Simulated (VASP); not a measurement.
# BAs (F-43m) in VASP: notebook

BAs is run at these levels: PBEsol; tasks: single point.

Program: VASP 6.6.1. These are calculated values, not measurements. Logs are shortened: lines on timing, memory, paths and dates and some standing lists are left out, and cuts for length are marked.

### 1 The cell of the first run

It takes space group F-43m (No. 216, cubic). Conventional cell: a = 4.591 Å, b = 4.591 Å, c = 4.591 Å, α = 90.00°, β = 90.00°, γ = 90.00°. B (site symmetry -43m) has 4 As at 1.99 Å within 2.6 Å. Within 2.6 Å of As (site symmetry -43m) lie 4 B at 1.99 Å.

### 2 Single point, PBEsol

Contents of INCAR:

```
ALGO     = Normal         # electronic algorithm
EDIFF    = 1E-6           # SCF threshold, eV
ENCUT    = 560            # plane-wave cutoff, eV
GGA      = PS             # functional
GGA_COMPAT= F            
ISIF     = 2              # what is computed and relaxed
ISMEAR   = 0              # smearing method
LASPH    = T              # aspherical terms in the spheres
LCHARG   = F              # write CHGCAR
LREAL    = F              # projectors in reciprocal space
LWAVE    = F              # write WAVECAR
NBANDS   = 16             # bands
NELM     = 120            # most SCF steps
PREC     = Accurate       # precision mode
SIGMA    = 0.01           # smearing width, eV
```

Contents of KPOINTS:

```
k-points
0
Gamma
  10 10 10
```

Contents of POSCAR:

```
BAs
1.0
    0.0000000000      2.2955919274      2.2955919274
    2.2955919274      0.0000000000      2.2955919274
    2.2955919274      2.2955919274      0.0000000000
B As
1 1
Direct
    0.0000000000      0.0000000000      0.0000000000
    0.7500000000      0.7500000000      0.7500000000
```

Potentials or basis: VASP PAW PBE potentials, release 64 (B, As_d).

On the command line:

```sh
cat potpaw_PBE.64/B/POTCAR potpaw_PBE.64/As_d/POTCAR > POTCAR
mpirun -np 1 vasp_std > vasp.out
```

OUTCAR:

```text
EDIFF = 1E-6
   ENCUT = 560
   GGA = PS
   ISIF = 2
   ISMEAR = 0
   LASPH = T
   LREAL = F
   NELM = 120
   PREC = Accurate

 ion  position               nearest neighbor table
   1  0.000  0.000  0.000-   2 1.99   2 1.99   2 1.99   2 1.99
   2  0.750  0.750  0.750-   1 1.99   1 1.99   1 1.99   1 1.99

  LATTYP: Found a face centered cubic cell.
 ALAT       =     4.5911838548

  Lattice vectors:

 A1 = (   0.0000000000,   2.2955919274,   2.2955919274)
 A2 = (   2.2955919274,   0.0000000000,   2.2955919274)
 A3 = (   2.2955919274,   2.2955919274,   0.0000000000)

Analysis of symmetry for initial positions (statically):
=====================================================================
 Subroutine PRICEL returns:
 Original cell was already a primitive cell.

 Routine SETGRP: Setting up the symmetry group for a
 face centered cubic supercell.

 Subroutine GETGRP returns: Found 24 space group operations
 (whereof 24 operations were pure point group operations)
 out of a pool of 48 trial point group operations.

The static configuration has the point symmetry T_d .

Analysis of symmetry for dynamics (positions and initial velocities):
=====================================================================
 Subroutine PRICEL returns:
 Original cell was already a primitive cell.

 Routine SETGRP: Setting up the symmetry group for a
 face centered cubic supercell.

 Subroutine GETGRP returns: Found 24 space group operations
 (whereof 24 operations were pure point group operations)
 out of a pool of 48 trial point group operations.

The dynamic configuration has the point symmetry T_d .

 Subroutine INISYM returns: Found 24 space group operations
 (whereof 24 operations are pure point group operations),
 and found     1 'primitive' translations

----------------------------------------------------------------------------------------

                                     Primitive cell

  volume of cell :      24.1944

  direct lattice vectors                    reciprocal lattice vectors
     0.000000000  2.295591927  2.295591927    -0.217808746  0.217808746  0.217808746
     2.295591927  0.000000000  2.295591927     0.217808746 -0.217808746  0.217808746
     2.295591927  2.295591927  0.000000000     0.217808746  0.217808746 -0.217808746

  length of vectors
     3.246457237  3.246457237  3.246457237     0.377255815  0.377255815  0.377255815

  position of ions in fractional coordinates (direct lattice)
     0.000000000  0.000000000  0.000000000
     0.750000000  0.750000000  0.750000000

  ion indices of the primitive-cell ions
   primitive index   ion index
                 1           1
                 2           2

----------------------------------------------------------------------------------------

 KPOINTS: k-points

Automatic generation of k-mesh.
 Grid dimensions read from file:
 generate k-points for:   10   10   10

 Generating k-lattice:

  Cartesian coordinates                     Fractional coordinates (reciprocal lattice)
    -0.021780875  0.021780875  0.021780875     0.100000000  0.000000000  0.000000000
     0.021780875 -0.021780875  0.021780875     0.000000000  0.100000000  0.000000000
     0.021780875  0.021780875 -0.021780875     0.000000000  0.000000000  0.100000000

  Length of vectors
     0.037725582  0.037725582  0.037725582

  Shift w.r.t. Gamma in fractional coordinates (k-lattice)
     0.000000000  0.000000000  0.000000000

 Subroutine IBZKPT returns following result:
 ===========================================

 Found     47 irreducible k-points:

 Following reciprocal coordinates:
            Coordinates               Weight
  0.000000  0.000000  0.000000      1.000000
  0.100000  0.000000  0.000000      8.000000
  0.200000  0.000000  0.000000      8.000000
  0.300000  0.000000  0.000000      8.000000
  0.400000  0.000000  0.000000      8.000000
  0.500000  0.000000  0.000000      4.000000
[... 16 lines left out ...]
  0.300000  0.300000  0.000000      6.000000
  0.400000  0.300000  0.000000     24.000000
 [... further k-points ...]
   k-points           NKPTS =     47   k-points in BZ     NKDIM =     47   number of bands    NBANDS=     16
   number of dos      NEDOS =    301   number of ions     NIONS =      2
   total plane-waves  NPLWV =  21952
   dimension x,y,z NGX =    28 NGY =   28 NGZ =   28
   dimension x,y,z NGXF=    56 NGYF=   56 NGZF=   56
   ions per type =               1   1
   NGX,Y,Z   is equivalent  to a cutoff of  14.34, 14.34, 14.34 a.u.
   NGXF,Y,Z  is equivalent  to a cutoff of  28.68, 28.68, 28.68 a.u.
 SYSTEM =  unknown system
   PREC   = accura    normal or accurate (medium, high low for compatibility)
   ISTART =      0    job   : 0-new  1-cont  2-samecut
   ICHARG =      2    charge: 1-file 2-atom 10-const
   ISPIN  =      1    spin polarized calculation?
   LNONCOLLINEAR =      F non collinear calculations
   LSORBIT =      F    spin-orbit coupling
   LASPH  =      T    aspherical Exc in radial PAW
   ENCUT  =  560.0 eV  41.16 Ry    6.42 a.u.   6.26  6.26  6.26*2*pi/ulx,y,z
   NELM   =    120;   NELMIN=  2; NELMDL= -5     # of ELM steps
   EDIFF  = 0.1E-05   stopping-criterion for ELM
   LREAL  =      F    real-space projection
[... 7 lines left out ...]
   TEBEG  =    0.0;   TEEND  =   0.0 temperature during run
   PSTRESS=    0.0 pullay stress
   NELECT =      18.0000    total number of electrons
   NUPDOWN=      -1.0000    fix difference up-down
   EMIN   =  10.00;   EMAX   =-10.00  energy-range for DOS
   EFERMI =   0.00;   METHOD = LEGACY
   ISMEAR =     0;   SIGMA  =   0.01  broadening in eV -4-tet -1-fermi 0-gaus
   EFERMI_NEDOS =   21; number of points for ismear=-14 and -15
   IALGO  =     38    algorithm
   IMIX   =      4    mixing-type and parameters
     AMIX     =   0.40;   BMIX     =  1.00
     AMIX_MAG =   1.60;   BMIX_MAG =  1.00
  volume/ion in A,a.u.               =      12.10        81.64
  Fermi-wavevector in a.u.,A,eV,Ry     =   1.483409  2.803237 29.939660  2.200503
  Thomas-Fermi vector in A             =   2.597074
   LORBIT       =      0    0 simple, 1 ext, 2 COOP (PROOUT), +10 PAW based schemes
   GGA     = PS    functional components
   LHFCALC =     F    Hartree Fock is set to
   AEXX    =    0.0000 exact exchange contribution
   IVDW    =     0    specifies the selected vdW correction
   LEPSILON=     F    determine dielectric tensor
   LRPA    =     F    only Hartree local field effects (RPA)
 non-spin polarized calculation
 Gauss-broadening in eV      SIGMA  =   0.01
  energy-cutoff  :      560.00
  volume of cell :       24.19
 maximum number of plane-waves:       745
 NGX is ok and might be reduce to    28
   NGX = 13   NGY = 13   NGZ = 13

 number of electron      18.0000006 magnetization

 Free energy of the ion-electron system (eV)
  ---------------------------------------------------
  ext. energy  EPLUGINS =         0.00000000
  ---------------------------------------------------
  free energy    TOTEN  =       -12.08764612 eV

  energy without entropy =      -12.08764612  energy(sigma->0) =      -12.08764612

 E-fermi :   6.0121     XC(G=0): -11.9117

 val. band max:        5.9233887218   @ k =   0.0000   0.0000   0.0000
 cond. band min:       6.8864711721   @ k =   0.4000   0.4000   0.0000
 fundamental gap:      0.9630824503
 Fermi energy:         6.0121283407

 k-point     1 :       0.0000    0.0000    0.0000
  band No.  band energies     occupation
      1     -29.9552      2.00000
      2     -29.9552      2.00000
      3     -29.9552      2.00000
      4     -29.9185      2.00000
      5     -29.9185      2.00000
      6     -10.6570      2.00000
[... 8 lines left out ...]
     15      19.6452      0.00000
     16      19.6452      0.00000

 k-point     2 :       0.1000    0.0000    0.0000
  band No.  band energies     occupation
      1     -29.9547      2.00000
      2     -29.9540      2.00000
      3     -29.9540      2.00000
      4     -29.9184      2.00000
      5     -29.9184      2.00000
      6     -10.4741      2.00000
[... 8 lines left out ...]
     15      18.2548      0.00000
     16      18.2548      0.00000

 k-point     3 :       0.2000    0.0000    0.0000
  band No.  band energies     occupation
      1     -29.9534      2.00000
      2     -29.9510      2.00000
      3     -29.9510      2.00000
      4     -29.9180      2.00000
      5     -29.9180      2.00000
      6      -9.9323      2.00000
[... 8 lines left out ...]
     15      17.4368      0.00000
     16      17.6857      0.00000

 k-point     4 :       0.3000    0.0000    0.0000
  band No.  band energies     occupation
      1     -29.9517      2.00000
      2     -29.9480      2.00000
      3     -29.9480      2.00000
      4     -29.9169      2.00000
      5     -29.9169      2.00000
      6      -9.0627      2.00000
[... 8 lines left out ...]
     15      18.0131      0.00000
     16      18.0131      0.00000

 k-point     5 :       0.4000    0.0000    0.0000
  band No.  band energies     occupation
      1     -29.9504      2.00000
      2     -29.9462      2.00000
      3     -29.9462      2.00000
      4     -29.9152      2.00000
      5     -29.9152      2.00000
      6      -7.9889      2.00000
[... 8 lines left out ...]
     15      19.8169      0.00000
     16      19.8169      0.00000

 k-point     6 :       0.5000    0.0000    0.0000
  band No.  band energies     occupation
      1     -29.9499      2.00000
      2     -29.9457      2.00000
      3     -29.9457      2.00000
      4     -29.9144      2.00000
      5     -29.9144      2.00000
      6      -7.3182      2.00000
[... 8 lines left out ...]
     15      21.5077      0.00000
     16      21.5077      0.00000

 k-point     7 :       0.1000    0.1000    0.0000
  band No.  band energies     occupation
      1     -29.9560      2.00000
      2     -29.9528      2.00000
      3     -29.9528      2.00000
      4     -29.9194      2.00000
      5     -29.9176      2.00000
      6     -10.4130      2.00000
[... 8 lines left out ...]
     15      16.9637      0.00000
     16      19.9093      0.00000

 k-point     8 :       0.2000    0.1000    0.0000
  band No.  band energies     occupation
      1     -29.9558      2.00000
      2     -29.9499      2.00000
      3     -29.9497      2.00000
      4     -29.9201      2.00000
      5     -29.9166      2.00000
      6      -9.9902      2.00000
[... 8 lines left out ...]
     15      18.2566      0.00000
     16      19.1724      0.00000

 k-point     9 :       0.3000    0.1000    0.0000
  band No.  band energies     occupation
      1     -29.9540      2.00000
      2     -29.9471      2.00000
      3     -29.9464      2.00000
      4     -29.9197      2.00000
      5     -29.9154      2.00000
      6      -9.2261      2.00000
[... 8 lines left out ...]
     15      18.8295      0.00000
     16      19.3050      0.00000
[... 172 lines left out ...]
 k-point    19 :       0.5000    0.2000    0.0000
  band No.  band energies     occupation
      1     -29.9526      2.00000
      2     -29.9413      2.00000
      3     -29.9393      2.00000
      4     -29.9201      2.00000
      5     -29.9132      2.00000
      6      -7.0759      2.00000
[... 8 lines left out ...]
     15      21.7597      0.00000
     16      21.7778      0.00000

 k-point    20 :      -0.4000    0.2000    0.0000
  band No.  band energies     occupation
      1     -29.9498      2.00000
      2     -29.9432      2.00000
      3     -29.9399      2.00000
      4     -29.9177      2.00000
      5     -29.9153      2.00000
      6      -6.8566      2.00000
[... 8 lines left out ...]
     15      19.1453      0.00000
     16      21.7635      0.00000

 k-point    21 :      -0.3000    0.2000    0.0000
  band No.  band energies     occupation
      1     -29.9489      2.00000
      2     -29.9453      2.00000
      3     -29.9421      2.00000
      4     -29.9179      2.00000
      5     -29.9159      2.00000
      6      -7.7630      2.00000
[... 8 lines left out ...]
     15      18.8218      0.00000
     16      22.3261      0.00000

 k-point    22 :      -0.2000    0.2000    0.0000
  band No.  band energies     occupation
      1     -29.9509      2.00000
      2     -29.9462      2.00000
      3     -29.9458      2.00000
      4     -29.9194      2.00000
      5     -29.9155      2.00000
      6      -8.7677      2.00000
[... 8 lines left out ...]
     15      19.2905      0.00000
     16      21.3440      0.00000

 k-point    23 :       0.3000    0.3000    0.0000
  band No.  band energies     occupation
      1     -29.9606      2.00000
      2     -29.9382      2.00000
      3     -29.9382      2.00000
      4     -29.9252      2.00000
      5     -29.9121      2.00000
      6      -8.5101      2.00000
[... 8 lines left out ...]
     15      22.0299      0.00000
     16      22.3239      0.00000

 k-point    24 :       0.4000    0.3000    0.0000
  band No.  band energies     occupation
      1     -29.9603      2.00000
      2     -29.9356      2.00000
      3     -29.9351      2.00000
      4     -29.9259      2.00000
      5     -29.9111      2.00000
      6      -7.6779      2.00000
[... 8 lines left out ...]
     15      22.9414      0.00000
     16      23.2410      0.00000

 [... further k-points ...]
[... 5 lines left out ...]
  --------------------------------------------------------------------------------------
  -------------------------------------------------------------------------------------
  Total        2.9878566      2.9878566      2.9878566      0.0000000     -0.0000000     -0.0000000
  in kB      197.8592100    197.8592100    197.8592100      0.0000000     -0.0000000     -0.0000000
  external PRESSURE =     197.8592100 kB  Pullay stress =       0.0000000 kB

 VOLUME and BASIS-vectors are now :
 -----------------------------------------------------------------------------
  energy-cutoff  :      560.00
  volume of cell :       24.19
      direct lattice vectors                 reciprocal lattice vectors
     0.000000000  2.295591927  2.295591927    -0.217808746  0.217808746  0.217808746
     2.295591927  0.000000000  2.295591927     0.217808746 -0.217808746  0.217808746
     2.295591927  2.295591927  0.000000000     0.217808746  0.217808746 -0.217808746

 POSITION                                       TOTAL-FORCE (eV/Angst)
 -----------------------------------------------------------------------------------
      0.00000      0.00000      0.00000        -0.000000      0.000000      0.000000
      3.44339      3.44339      3.44339         0.000000     -0.000000     -0.000000
 -----------------------------------------------------------------------------------
    total drift:                               -0.000000     -0.000000     -0.000001

  FREE ENERGIE OF THE ION-ELECTRON SYSTEM (eV)
  ---------------------------------------------------
  free  energy   TOTEN  =       -12.0876461229 eV

  energy  without entropy=      -12.0876461229  energy(sigma->0) =      -12.08764612
```

Run time: 19 s. Hardware: 1 thread of Intel Xeon Platinum 8375C at 2.90GHz (Ice Lake), shared host; peak memory 0.16 GiB.

Results:

* Free energy: -12.0876 eV
* Pressure: 19.8 GPa
* Band gap on the k mesh: 0.96 eV (least direct gap 3.40 eV)

Caveat: the cell stands under pressure; the PAW data sets were made with another functional, which shifts forces and pressure a little. A k mesh can miss the band edges.

[end of part 1 of 2]
